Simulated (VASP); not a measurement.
# B2O (P-3m1) in VASP: single point with PBEsol

Aim: the single point of B2O with PBEsol.

Program: VASP 6.6.1. These are calculated values, not measurements. Logs are shortened: lines on timing, memory, paths and dates and some standing lists are left out, and cuts for length are marked.

### 1 The cell of the first run

It takes space group P-3m1 (No. 164, trigonal). The conventional cell has a = 2.879 Å, b = 2.879 Å, c = 7.052 Å, α = 90.00°, β = 90.00°, γ = 120.00°. B (site symmetry 3m) has 1 B at 1.69 Å and 3 O at 1.74 Å within 2.3 Å. B (site symmetry 3m) has 3 B at 1.69 Å and 1 O at 2.00 Å within 2.3 Å. O (site symmetry 3m) has 4 B at 1.74 to 2.00 Å within 2.3 Å.

### 2 Single point, PBEsol

INCAR reads:

```
ALGO = Normal ; EDIFF = 1E-6
ENCUT = 520 ; GGA = PS
ISIF = 2 ; ISMEAR = -1
LASPH = T ; LCHARG = T
LELF = T ; LREAL = F
LVHAR = T ; LWAVE = F
NBANDS = 21 ; NELM = 80
PREC = Accurate ; SIGMA = 0.1
```

KPOINTS reads:

```
k-points
0
Gamma
  9 9 4
```

POSCAR reads:

```
B2O
1.0
    2.8790000000      0.0000000000      0.0000000000
   -1.4395000000      2.4932870000      0.0000000000
    0.0000000000      0.0000000000      7.0520000000
B O
4 2
Direct
    0.0000000000      0.0000000000      0.3800000000
    0.0000000000      0.0000000000      0.6200000000
    0.6666666667      0.3333333333      0.0230000000
    0.3333333333      0.6666666667      0.9770000000
    0.6666666667      0.3333333333      0.3060000000
    0.3333333333      0.6666666667      0.6940000000
```

Potentials or basis: VASP PAW PBE potentials, release 64 (B, O).

The run is started by

```
cat potpaw_PBE.64/B/POTCAR potpaw_PBE.64/O/POTCAR > POTCAR
mpirun -np 1 vasp_std > vasp.out
```

OUTCAR:

```text
EDIFF = 1E-6
   ENCUT = 520
   GGA = PS
   ISIF = 2
   ISMEAR = -1
   LASPH = T
   LREAL = F
   NELM = 80
   PREC = Accurate

 ion  position               nearest neighbor table
   1  0.000  0.000  0.380-   2 1.69   5 1.74   5 1.74   5 1.74
   2  0.000  0.000  0.620-   1 1.69   6 1.74   6 1.74   6 1.74
   3  0.667  0.333  0.023-   4 1.69   4 1.69   4 1.69   5 2.00
   4  0.333  0.667  0.977-   3 1.69   3 1.69   3 1.69   6 2.00
   5  0.667  0.333  0.306-   1 1.74   1 1.74   1 1.74   3 2.00
   6  0.333  0.667  0.694-   2 1.74   2 1.74   2 1.74   4 2.00

  LATTYP: Found a hexagonal cell.
 ALAT       =     2.8790000000
 C/A-ratio  =     2.4494616186

  Lattice vectors:

 A1 = (   2.8790000000,   0.0000000000,   0.0000000000)
 A2 = (  -1.4395000000,   2.4932870000,   0.0000000000)
 A3 = (   0.0000000000,   0.0000000000,   7.0520000000)

Analysis of symmetry for initial positions (statically):
=====================================================================
 Subroutine PRICEL returns:
 Original cell was already a primitive cell.

 Routine SETGRP: Setting up the symmetry group for a
 hexagonal supercell.

 Subroutine GETGRP returns: Found 12 space group operations
 (whereof 12 operations were pure point group operations)
 out of a pool of 24 trial point group operations.

The static configuration has the point symmetry D_3d.

Analysis of symmetry for dynamics (positions and initial velocities):
=====================================================================
 Subroutine PRICEL returns:
 Original cell was already a primitive cell.

 Routine SETGRP: Setting up the symmetry group for a
 hexagonal supercell.

 Subroutine GETGRP returns: Found 12 space group operations
 (whereof 12 operations were pure point group operations)
 out of a pool of 24 trial point group operations.

The dynamic configuration has the point symmetry D_3d.

 Subroutine INISYM returns: Found 12 space group operations
 (whereof 12 operations are pure point group operations),
 and found     1 'primitive' translations

----------------------------------------------------------------------------------------

                                     Primitive cell

  volume of cell :      50.6205

  direct lattice vectors                    reciprocal lattice vectors
     2.879000000  0.000000000  0.000000000     0.347342827  0.200538486  0.000000000
    -1.439500000  2.493287000  0.000000000     0.000000000  0.401076972  0.000000000
     0.000000000  0.000000000  7.052000000     0.000000000  0.000000000  0.141803744

  length of vectors
     2.879000000  2.878999881  7.052000000     0.401076955  0.401076972  0.141803744

  position of ions in fractional coordinates (direct lattice)
     0.000000000  0.000000000  0.380000000
     0.000000000  0.000000000  0.620000000
     0.666666667  0.333333333  0.023000000
     0.333333333  0.666666667  0.977000000
     0.666666667  0.333333333  0.306000000
     0.333333333  0.666666667  0.694000000

  ion indices of the primitive-cell ions
   primitive index   ion index
                 1           1
                 2           2
                 3           3
                 4           4
                 5           5
                 6           6

----------------------------------------------------------------------------------------

 KPOINTS: k-points

Automatic generation of k-mesh.
 Grid dimensions read from file:
 generate k-points for:    9    9    4

 Generating k-lattice:

  Cartesian coordinates                     Fractional coordinates (reciprocal lattice)
     0.038593647  0.022282054  0.000000000     0.111111111  0.000000000  0.000000000
     0.000000000  0.044564108  0.000000000     0.000000000  0.111111111  0.000000000
     0.000000000  0.000000000  0.035450936     0.000000000  0.000000000  0.250000000

  Length of vectors
     0.044564106  0.044564108  0.035450936

  Shift w.r.t. Gamma in fractional coordinates (k-lattice)
     0.000000000  0.000000000  0.000000000

 Subroutine IBZKPT returns following result:
 ===========================================

 Found     43 irreducible k-points:

 Following reciprocal coordinates:
            Coordinates               Weight
  0.000000  0.000000  0.000000      1.000000
  0.111111  0.000000  0.000000      6.000000
  0.222222  0.000000  0.000000      6.000000
  0.333333  0.000000  0.000000      6.000000
  0.444444  0.000000  0.000000      6.000000
  0.111111  0.111111  0.000000      6.000000
[... 16 lines left out ...]
  0.222222  0.111111  0.250000     12.000000
 -0.111111  0.333333  0.250000     12.000000
 [... further k-points ...]
   k-points           NKPTS =     43   k-points in BZ     NKDIM =     43   number of bands    NBANDS=     21
   number of dos      NEDOS =    301   number of ions     NIONS =      6
   total plane-waves  NPLWV =  31104
   dimension x,y,z NGX =    24 NGY =   24 NGZ =   54
   dimension x,y,z NGXF=    48 NGYF=   48 NGZF=  108
   ions per type =               4   2
   NGX,Y,Z   is equivalent  to a cutoff of  13.86, 13.86, 12.73 a.u.
   NGXF,Y,Z  is equivalent  to a cutoff of  27.72, 27.72, 25.46 a.u.
 SYSTEM =  unknown system
   PREC   = accura    normal or accurate (medium, high low for compatibility)
   ISTART =      0    job   : 0-new  1-cont  2-samecut
   ICHARG =      2    charge: 1-file 2-atom 10-const
   ISPIN  =      1    spin polarized calculation?
   LNONCOLLINEAR =      F non collinear calculations
   LSORBIT =      F    spin-orbit coupling
   LASPH  =      T    aspherical Exc in radial PAW
   ENCUT  =  520.0 eV  38.22 Ry    6.18 a.u.   5.35  5.35 13.11*2*pi/ulx,y,z
   NELM   =     80;   NELMIN=  2; NELMDL= -5     # of ELM steps
   EDIFF  = 0.1E-05   stopping-criterion for ELM
   LREAL  =      F    real-space projection
   EDIFFG = 0.1E-04   stopping-criterion for IOM
   NSW    =      0    number of steps for IOM
   IBRION =     -1    ionic relax: 0-MD 1-quasi-New 2-CG
   NFREE  =      0    steps in history (QN), initial steepest desc. (CG)
   ISIF   =      2    stress and relaxation
   ISYM   =      2    0-nonsym 1-usesym 2-fastsym
   POTIM  = 0.5000    time-step for ionic-motion
   TEBEG  =    0.0;   TEEND  =   0.0 temperature during run
   PSTRESS=    0.0 pullay stress
   NELECT =      24.0000    total number of electrons
   NUPDOWN=      -1.0000    fix difference up-down
   EMIN   =  10.00;   EMAX   =-10.00  energy-range for DOS
   EFERMI =   0.00;   METHOD = LEGACY
   ISMEAR =    -1;   SIGMA  =   0.10  broadening in eV -4-tet -1-fermi 0-gaus
   EFERMI_NEDOS =   21; number of points for ismear=-14 and -15
   IALGO  =     38    algorithm
   IMIX   =      4    mixing-type and parameters
     AMIX     =   0.40;   BMIX     =  1.00
     AMIX_MAG =   1.60;   BMIX_MAG =  1.00
  volume/ion in A,a.u.               =       8.44        56.93
  Fermi-wavevector in a.u.,A,eV,Ry     =   1.276546  2.412322 22.171645  1.629570
  Thomas-Fermi vector in A             =   2.409196
   LORBIT       =      0    0 simple, 1 ext, 2 COOP (PROOUT), +10 PAW based schemes
   GGA     = PS    functional components
   LHFCALC =     F    Hartree Fock is set to
   AEXX    =    0.0000 exact exchange contribution
   IVDW    =     0    specifies the selected vdW correction
   LEPSILON=     F    determine dielectric tensor
   LRPA    =     F    only Hartree local field effects (RPA)
 non-spin polarized calculation
  energy-cutoff  :      520.00
  volume of cell :       50.62
 maximum number of plane-waves:      1384
 NGX is ok and might be reduce to    24
   NGX = 11   NGY = 11   NGZ = 27

 number of electron      23.9999996 magnetization

 Free energy of the ion-electron system (eV)
  ---------------------------------------------------
  ext. energy  EPLUGINS =         0.00000000
  ---------------------------------------------------
  free energy    TOTEN  =       -39.62695845 eV

  energy without entropy =      -39.57485213  energy(sigma->0) =      -39.60090529

 E-fermi :   6.0159     XC(G=0): -11.2636

 val. band max:        5.9696171491   @ k =   0.2222   0.1111   0.5000
 cond. band min:       6.0401700547   @ k =  -0.1111   0.4444   0.2500
 fundamental gap:      0.0705529056
 Fermi energy:         6.0158837283

 k-point     1 :       0.0000    0.0000    0.0000
  band No.  band energies     occupation
      1     -17.3416      2.00000
      2     -16.8175      2.00000
      3      -6.4919      2.00000
      4      -3.5997      2.00000
      5      -2.0862      2.00000
      6      -0.8652      2.00000
[... 13 lines left out ...]
     20      14.9495      0.00000
     21      14.9495      0.00000

 k-point     2 :       0.1111    0.0000    0.0000
  band No.  band energies     occupation
      1     -17.2182      2.00000
      2     -16.7143      2.00000
      3      -6.2779      2.00000
      4      -3.6464      2.00000
      5      -2.0390      2.00000
      6      -1.5118      2.00000
[... 13 lines left out ...]
     20      14.9926      0.00000
     21      15.8666      0.00000

 k-point     3 :       0.2222    0.0000    0.0000
  band No.  band energies     occupation
      1     -16.8796      2.00000
      2     -16.4395      2.00000
      3      -5.6632      2.00000
      4      -4.1789      2.00000
      5      -3.1082      2.00000
      6      -1.6516      2.00000
[... 13 lines left out ...]
     20      14.4993      0.00000
     21      15.0100      0.00000
[... 457 lines left out ...]
 k-point    23 :       0.2222    0.1111    0.2500
  band No.  band energies     occupation
      1     -16.5847      2.00000
      2     -16.2228      2.00000
      3      -5.1331      2.00000
      4      -4.6810      2.00000
      5      -3.6761      2.00000
      6      -2.5140      2.00000
[... 13 lines left out ...]
     20      13.7777      0.00000
     21      15.5131      0.00000

 k-point    24 :      -0.1111    0.3333    0.2500
  band No.  band energies     occupation
      1     -16.5844      2.00000
      2     -16.2231      2.00000
      3      -5.1828      2.00000
      4      -4.5268      2.00000
      5      -3.8480      2.00000
      6      -2.4062      2.00000
[... 13 lines left out ...]
     20      13.7560      0.00000
     21      15.3466      0.00000

 [... further k-points ...]

------------------------ aborting loop because EDIFF is reached ----------------------------------------

  FORCE on cell =-STRESS in cart. coord.  units (eV):
  Direction    XX          YY          ZZ          XY          YZ          ZX
  --------------------------------------------------------------------------------------
  -------------------------------------------------------------------------------------
  Total      -10.1468316    -10.1468304     -1.2196477      0.0000000      0.0000000      0.0000000
  in kB     -321.1550775   -321.1550421    -38.6027953      0.0000000      0.0000000      0.0000000
  external PRESSURE =    -226.9709716 kB  Pullay stress =       0.0000000 kB

 VOLUME and BASIS-vectors are now :
 -----------------------------------------------------------------------------
  energy-cutoff  :      520.00
  volume of cell :       50.62
      direct lattice vectors                 reciprocal lattice vectors
     2.879000000  0.000000000  0.000000000     0.347342827  0.200538486  0.000000000
    -1.439500000  2.493287000  0.000000000     0.000000000  0.401076972  0.000000000
     0.000000000  0.000000000  7.052000000     0.000000000  0.000000000  0.141803744

 POSITION                                       TOTAL-FORCE (eV/Angst)
 -----------------------------------------------------------------------------------
      0.00000      0.00000      2.67976         0.000000     -0.000000     -0.061671
      0.00000      0.00000      4.37224        -0.000000     -0.000000      0.061671
      1.43950      0.83110      0.16220        -0.000000     -0.000000      0.142281
     -0.00000      1.66219      6.88980         0.000000      0.000000     -0.142281
      1.43950      0.83110      2.15791        -0.000000      0.000000     -0.155734
     -0.00000      1.66219      4.89409         0.000000     -0.000000      0.155734
 -----------------------------------------------------------------------------------
    total drift:                                0.000000     -0.000000      0.000000

  FREE ENERGIE OF THE ION-ELECTRON SYSTEM (eV)
  ---------------------------------------------------
  free  energy   TOTEN  =       -39.6269584550 eV

  energy  without entropy=      -39.5748521329  energy(sigma->0) =      -39.60090529
```

It took 88 s on 1 thread of AMD EPYC 7R13, shared host; peak memory 0.16 GiB.

Results:

```
Free energy            : -39.6270 eV
Pressure               : -22.7 GPa
Largest force          : 0.156 eV/Å
Band gap on the k mesh : zero (band 12 reaches 6.70 eV, above the bottom of band 13 at 5.47 eV)
```

Forces on the atoms (eV/Å):
```
B    0.000  0.000 -0.062
B    0.000  0.000  0.062
B    0.000  0.000  0.142
B    0.000  0.000 -0.142
O    0.000  0.000 -0.156
O    0.000  0.000  0.156
```

Caveat: the PAW data sets were made with another functional, which shifts forces and pressure a little.
